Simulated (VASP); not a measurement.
Wanted: the native input for a VASP 6.6.1 run.

| Item | Value |
| --- | --- |
| Task | single point |
| Functional | r2SCAN |
| Potentials or basis | VASP PAW PBE potentials, release 64 (W_sv, S) |
| Cutoff | 520 eV |
| k mesh | 12 × 12 × 2 |
| Occupations | gaussian, width 0.05 eV |
| Spin | no spin polarisation |
| Dipole correction | no |
| Further INCAR settings | ALGO = Normal; EDIFF = 1e-06; NBANDS = 35 |

WS2, a slab with vacuum:

```
CELL_PARAMETERS angstrom
3.18141 0.00000 0.00000
-1.59071 2.75518 0.00000
0.00000 0.00000 23.80659
ATOMIC_POSITIONS crystal
W 0.33333 0.66667 0.63794
W 0.66667 0.33333 0.36206
S 0.33333 0.66667 0.29624
S 0.66667 0.33333 0.57210
S 0.33333 0.66667 0.42790
S 0.66667 0.33333 0.70376
```

This cell differs from its parent crystal: strain +0.0050 x Voigt [0, 0, 1, 0, 0, 0].

These files were run (other wordings do the same):

POSCAR

```
WS2
1.0
    3.1814117282      0.0000000000      0.0000000000
   -1.5907058641      2.7551833765      0.0000000000
    0.0000000000      0.0000000000     23.8065870792
W S
2 4
Direct
    0.3333333333      0.6666666667      0.6379434935
    0.6666666667      0.3333333333      0.3620565065
    0.3333333333      0.6666666667      0.2962425097
    0.6666666667      0.3333333333      0.5721038223
    0.3333333333      0.6666666667      0.4278961777
    0.6666666667      0.3333333333      0.7037574903
```

INCAR.step1

```
PREC = Accurate
ENCUT = 520
ISMEAR = 0
SIGMA = 0.05
LREAL = F
LASPH = T
NELM = 60
NBANDS = 35
GGA = PE
ALGO = Normal
EDIFF = 1E-4
LWAVE = T
LCHARG = F
```

INCAR.step2

```
PREC = Accurate
ENCUT = 520
EDIFF = 1E-6
ISMEAR = 0
SIGMA = 0.05
LREAL = F
LASPH = T
NELM = 60
ALGO = Normal
ISIF = 2
LWAVE = F
LCHARG = T
METAGGA = R2SCAN
LMIXTAU = T
LELF = T
LVHAR = T
NBANDS = 35
ISTART = 1
```

KPOINTS

```
Automatic mesh
0
Gamma
  12 12 2
```

Potentials or basis: VASP PAW PBE potentials, release 64 (W_sv, S).

Launch:

```console
$ cat potpaw_PBE.64/W_sv/POTCAR potpaw_PBE.64/S/POTCAR > POTCAR
$ cp INCAR.step1 INCAR
$ mpirun -np 1 vasp_std > vasp.out
$ cp INCAR.step2 INCAR
$ mpirun -np 1 vasp_std > vasp.out
```

Results of the run:

- Largest force: 0.141 eV/Å
- Band gap on the k mesh: 1.67 eV (least direct gap 1.92 eV)

Caveat: the cell differs from its parent crystal (strain +0.0050 x Voigt [0, 0, 1, 0, 0, 0]); the PAW data sets were made with another functional, which shifts forces and pressure a little; spin-orbit coupling is left out, which moves the levels of the heavy elements.

Run time: 9.7 min on 1 thread of Intel(R) Xeon(R) 6975P-C (Granite Rapids) (shared host), peak memory 0.48 GiB.
